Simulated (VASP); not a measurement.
# Te (P3_121) in VASP: further runs, part 2 of 2

VASP 6.6.1. Earlier steps stand in the parts before.

## 3. Single point, r2SCAN

This run uses another cell than the first one, of 36.43 Å³/atom.

File POSCAR:

```
Te
1.0
    4.6225018624      0.0000000000      0.0000000000
   -2.3112509312      4.0032040419      0.0000000000
    0.0000000000      0.0000000000      5.9054828583
Te
3
Direct
    0.2534596914      0.0000000000      0.3333333333
    0.0000000000      0.2534596914      0.6666666667
    0.7465403086      0.7465403086      0.0000000000
```

File INCAR.step1:

```
ALGO = Normal
EDIFF = 1E-5
ENCUT = 550
GGA = PE
GGA_COMPAT = F
ISMEAR = 0
LASPH = T
LCHARG = F
LREAL = F
LWAVE = T
NBANDS = 16
NELM = 120
PREC = Accurate
SIGMA = 0.02
```

File INCAR.step2:

```
ALGO = Normal
EDIFF = 1E-6
ENCUT = 550
GGA_COMPAT = F
ISIF = 2
ISMEAR = 0
ISTART = 1
LASPH = T
LCHARG = T
LELF = T
LMIXTAU = T
LREAL = F
LVHAR = T
LWAVE = F
METAGGA = R2SCAN
NBANDS = 16
NELM = 120
PREC = Accurate
SIGMA = 0.02
```

File KPOINTS:

```
k-points
0
Gamma
  9 9 6
```

Potentials or basis: VASP PAW PBE potentials, release 64 (Te).

On the command line:

```bash
$ cat potpaw_PBE.64/Te/POTCAR > POTCAR
$ cp INCAR.step1 INCAR
$ mpirun -np 1 vasp_std > vasp.out
$ cp INCAR.step2 INCAR
$ mpirun -np 1 vasp_std > vasp.out
```

OUTCAR:

```text
EDIFF = 1E-6
   ENCUT = 550
   ISIF = 2
   ISMEAR = 0
   ISTART = 1
   LASPH = T
   LREAL = F
   METAGGA = R2SCAN
   NELM = 120
   PREC = Accurate

 ion  position               nearest neighbor table
   1  0.253  0.000  0.333-   3 2.83   2 2.83   3 3.62   3 3.62   2 3.62   2 3.62
   2  0.000  0.253  0.667-   3 2.83   1 2.83   3 3.62   3 3.62   1 3.62   1 3.62
   3  0.747  0.747  0.000-   1 2.83   2 2.83   1 3.62   2 3.62   2 3.62   1 3.62

  LATTYP: Found a hexagonal cell.
 ALAT       =     4.6225018624
 C/A-ratio  =     1.2775512123

  Lattice vectors:

 A1 = (   4.6225018624,   0.0000000000,   0.0000000000)
 A2 = (  -2.3112509312,   4.0032040419,   0.0000000000)
 A3 = (   0.0000000000,   0.0000000000,   5.9054828583)

Analysis of symmetry for initial positions (statically):
=====================================================================
 Subroutine PRICEL returns:
 Original cell was already a primitive cell.

 Routine SETGRP: Setting up the symmetry group for a
 hexagonal supercell.

 Subroutine GETGRP returns: Found  6 space group operations
 (whereof  2 operations were pure point group operations)
 out of a pool of 24 trial point group operations.

The static configuration has the point symmetry C_2 .
 The point group associated with its full space group is D_3 .

Analysis of symmetry for dynamics (positions and initial velocities):
=====================================================================
 Subroutine PRICEL returns:
 Original cell was already a primitive cell.

 Routine SETGRP: Setting up the symmetry group for a
 hexagonal supercell.

 Subroutine GETGRP returns: Found  6 space group operations
 (whereof  2 operations were pure point group operations)
 out of a pool of 24 trial point group operations.

The dynamic configuration has the point symmetry C_2 .
 The point group associated with its full space group is D_3 .

 Subroutine INISYM returns: Found  6 space group operations
 (whereof  2 operations are pure point group operations),
 and found     1 'primitive' translations

----------------------------------------------------------------------------------------

                                     Primitive cell

  volume of cell :     109.2799

  direct lattice vectors                    reciprocal lattice vectors
     4.622501862  0.000000000  0.000000000     0.216333066  0.124899954  0.000000000
    -2.311250931  4.003204042  0.000000000     0.000000000  0.249799908  0.000000000
     0.000000000  0.000000000  5.905482858     0.000000000  0.000000000  0.169334164

  length of vectors
     4.622501862  4.622501862  5.905482858     0.249799908  0.249799908  0.169334164

  position of ions in fractional coordinates (direct lattice)
     0.253459691  0.000000000  0.333333333
     0.000000000  0.253459691  0.666666667
     0.746540309  0.746540309  0.000000000

  ion indices of the primitive-cell ions
   primitive index   ion index
                 1           1
                 2           2
                 3           3

----------------------------------------------------------------------------------------

 KPOINTS: k-points

Automatic generation of k-mesh.
 Grid dimensions read from file:
 generate k-points for:    9    9    6

 Generating k-lattice:

  Cartesian coordinates                     Fractional coordinates (reciprocal lattice)
     0.024037007  0.013877773  0.000000000     0.111111111  0.000000000  0.000000000
     0.000000000  0.027755545  0.000000000     0.000000000  0.111111111  0.000000000
     0.000000000  0.000000000  0.028222361     0.000000000  0.000000000  0.166666667

  Length of vectors
     0.027755545  0.027755545  0.028222361

  Shift w.r.t. Gamma in fractional coordinates (k-lattice)
     0.000000000  0.000000000  0.000000000

 Subroutine IBZKPT returns following result:
 ===========================================

 Found     62 irreducible k-points:

 Following reciprocal coordinates:
            Coordinates               Weight
  0.000000  0.000000  0.000000      1.000000
  0.111111  0.000000  0.000000      6.000000
  0.222222  0.000000  0.000000      6.000000
  0.333333  0.000000  0.000000      6.000000
  0.444444  0.000000  0.000000      6.000000
  0.111111  0.111111  0.000000      6.000000
[... 16 lines left out ...]
  0.222222  0.111111  0.166667     12.000000
 -0.111111  0.333333  0.166667     12.000000
 [... further k-points ...]
   k-points           NKPTS =     62   k-points in BZ     NKDIM =     62   number of bands    NBANDS=     16
   number of dos      NEDOS =    301   number of ions     NIONS =      3
   total plane-waves  NPLWV =  62208
   dimension x,y,z NGX =    36 NGY =   36 NGZ =   48
   dimension x,y,z NGXF=    72 NGYF=   72 NGZF=   96
   ions per type =               3
   NGX,Y,Z   is equivalent  to a cutoff of  12.95, 12.95, 13.51 a.u.
   NGXF,Y,Z  is equivalent  to a cutoff of  25.89, 25.89, 27.03 a.u.
 SYSTEM =  unknown system
   PREC   = accura    normal or accurate (medium, high low for compatibility)
   ISTART =      1    job   : 0-new  1-cont  2-samecut
   ICHARG =      0    charge: 1-file 2-atom 10-const
   ISPIN  =      1    spin polarized calculation?
   LNONCOLLINEAR =      F non collinear calculations
   LSORBIT =      F    spin-orbit coupling
   LASPH  =      T    aspherical Exc in radial PAW
   ENCUT  =  550.0 eV  40.42 Ry    6.36 a.u.   8.84  8.84 11.29*2*pi/ulx,y,z
   NELM   =    120;   NELMIN=  2; NELMDL=  0     # of ELM steps
   EDIFF  = 0.1E-05   stopping-criterion for ELM
   LREAL  =      F    real-space projection
   EDIFFG = 0.1E-04   stopping-criterion for IOM
   NSW    =      0    number of steps for IOM
   IBRION =     -1    ionic relax: 0-MD 1-quasi-New 2-CG
   NFREE  =      0    steps in history (QN), initial steepest desc. (CG)
   ISIF   =      2    stress and relaxation
   ISYM   =      2    0-nonsym 1-usesym 2-fastsym
   POTIM  = 0.5000    time-step for ionic-motion
   TEBEG  =    0.0;   TEEND  =   0.0 temperature during run
   PSTRESS=    0.0 pullay stress
   NELECT =      18.0000    total number of electrons
   NUPDOWN=      -1.0000    fix difference up-down
   EMIN   =  10.00;   EMAX   =-10.00  energy-range for DOS
   EFERMI =   0.00;   METHOD = LEGACY
   ISMEAR =     0;   SIGMA  =   0.02  broadening in eV -4-tet -1-fermi 0-gaus
   EFERMI_NEDOS =   21; number of points for ismear=-14 and -15
   IALGO  =     38    algorithm
   IMIX   =      4    mixing-type and parameters
     AMIX     =   0.40;   BMIX     =  1.00
     AMIX_MAG =   1.60;   BMIX_MAG =  1.00
  volume/ion in A,a.u.               =      36.43       245.82
  Fermi-wavevector in a.u.,A,eV,Ry     =   0.897399  1.695838 10.957112  0.805325
  Thomas-Fermi vector in A             =   2.019978
   LORBIT       =      0    0 simple, 1 ext, 2 COOP (PROOUT), +10 PAW based schemes
   METAGGA = R2SCAN    functional components
   LHFCALC =     F    Hartree Fock is set to
   AEXX    =    0.0000 exact exchange contribution
   IVDW    =     0    specifies the selected vdW correction
   LEPSILON=     F    determine dielectric tensor
   LRPA    =     F    only Hartree local field effects (RPA)
 non-spin polarized calculation
 Gauss-broadening in eV      SIGMA  =   0.02
  energy-cutoff  :      550.00
  volume of cell :      109.28
 maximum number of plane-waves:      3250
   NGX = 17   NGY = 17   NGZ = 23

 number of electron      17.9999999 magnetization

 Free energy of the ion-electron system (eV)
  ---------------------------------------------------
  ext. energy  EPLUGINS =         0.00000000
  ---------------------------------------------------
  free energy    TOTEN  =       -76.24684964 eV

  energy without entropy =      -76.24684964  energy(sigma->0) =      -76.24684964

 E-fermi :   4.9924     XC(G=0):  -9.1303

 val. band max:        4.8664633795   @ k =   0.3333   0.3333   0.5000
 cond. band min:       5.4272107020   @ k =   0.3333   0.3333   0.5000
 fundamental gap:      0.5607473226
 Fermi energy:         4.9924139918

 k-point     1 :       0.0000    0.0000    0.0000
  band No.  band energies     occupation
      1      -8.9475      2.00000
      2      -5.5344      2.00000
      3      -5.5344      2.00000
      4       1.7127      2.00000
      5       1.9287      2.00000
      6       1.9287      2.00000
[... 433 lines left out ...]
      3      -4.9290      2.00000
      4       0.2741      2.00000
      5       0.6825      2.00000
      6       1.6748      2.00000
[... 8 lines left out ...]
     15      12.4040      0.00000
     16      12.8608      0.00000

 [... further k-points ...]

------------------------ aborting loop because EDIFF is reached ----------------------------------------

  FORCE on cell =-STRESS in cart. coord.  units (eV):
  Direction    XX          YY          ZZ          XY          YZ          ZX
  --------------------------------------------------------------------------------------
  -------------------------------------------------------------------------------------
  Total        0.0076895      0.0076895      0.0314081      0.0000000      0.0000000      0.0000000
  in kB        0.1127374      0.1127374      0.4604819      0.0000000      0.0000000      0.0000000
  external PRESSURE =       0.2286522 kB  Pullay stress =       0.0000000 kB

 VOLUME and BASIS-vectors are now :
 -----------------------------------------------------------------------------
  energy-cutoff  :      550.00
  volume of cell :      109.28
      direct lattice vectors                 reciprocal lattice vectors
     4.622501862  0.000000000  0.000000000     0.216333066  0.124899954  0.000000000
    -2.311250931  4.003204042  0.000000000     0.000000000  0.249799908  0.000000000
     0.000000000  0.000000000  5.905482858     0.000000000  0.000000000  0.169334164

 POSITION                                       TOTAL-FORCE (eV/Angst)
 -----------------------------------------------------------------------------------
      1.17162      0.00000      1.96849         0.026742      0.000000     -0.000000
     -0.58581      1.01465      3.93699        -0.013371      0.023159      0.000000
      1.72544      2.98855      0.00000        -0.013371     -0.023159      0.000000
 -----------------------------------------------------------------------------------
    total drift:                               -0.000000     -0.000000      0.000000

  FREE ENERGIE OF THE ION-ELECTRON SYSTEM (eV)
  ---------------------------------------------------
  free  energy   TOTEN  =       -76.2468496388 eV

  energy  without entropy=      -76.2468496388  energy(sigma->0) =      -76.24684964
```

OSZICAR.step1:

```text
N       E                     dE             d eps       ncg     rms          rms(c)
DAV:   1     0.745446658822E+02    0.74545E+02   -0.65958E+03  1984   0.930E+02
DAV:   2    -0.446303130371E+01   -0.79008E+02   -0.75069E+02  2680   0.135E+02
DAV:   3    -0.934365318138E+01   -0.48806E+01   -0.48616E+01  2368   0.381E+01
DAV:   4    -0.943615299596E+01   -0.92500E-01   -0.92491E-01  3064   0.598E+00
DAV:   5    -0.943718902881E+01   -0.10360E-02   -0.10360E-02  2624   0.552E-01    0.114E+01
DAV:   6    -0.941410996751E+01    0.23079E-01   -0.21375E-02  2488   0.856E-01    0.730E+00
DAV:   7    -0.940962966512E+01    0.44803E-02   -0.49121E-02  2368   0.131E+00    0.324E-01
DAV:   8    -0.940863403968E+01    0.99563E-03   -0.88950E-03  2224   0.513E-01    0.177E-01
DAV:   9    -0.940867359008E+01   -0.39550E-04   -0.26391E-04  2968   0.101E-01    0.117E-01
DAV:  10    -0.940873052319E+01   -0.56933E-04   -0.65197E-05  2440   0.503E-02    0.158E-02
DAV:  11    -0.940872545234E+01    0.50708E-05   -0.17689E-05  1976   0.257E-02
   1 F= -.94087255E+01 E0= -.94087255E+01  d E =-.118428E-23
```

Wall time 6.4 min (1 thread of Intel Xeon 8259CL, shared host); peak memory 0.3 GiB.

What came out:

```
Free energy            : -76.2468 eV
Pressure               : 0.0 GPa
Largest force          : 0.027 eV/Å
Band gap on the k mesh : 0.56 eV
```

Forces on the atoms (eV/Å):
```
Te   0.027  0.000  0.000
Te  -0.013  0.023  0.000
Te  -0.013 -0.023  0.000
```

Caveat: the PAW data sets were made with another functional, which shifts forces and pressure a little; spin-orbit coupling is left out, which moves the levels of the heavy elements. A k mesh can miss the band edges.
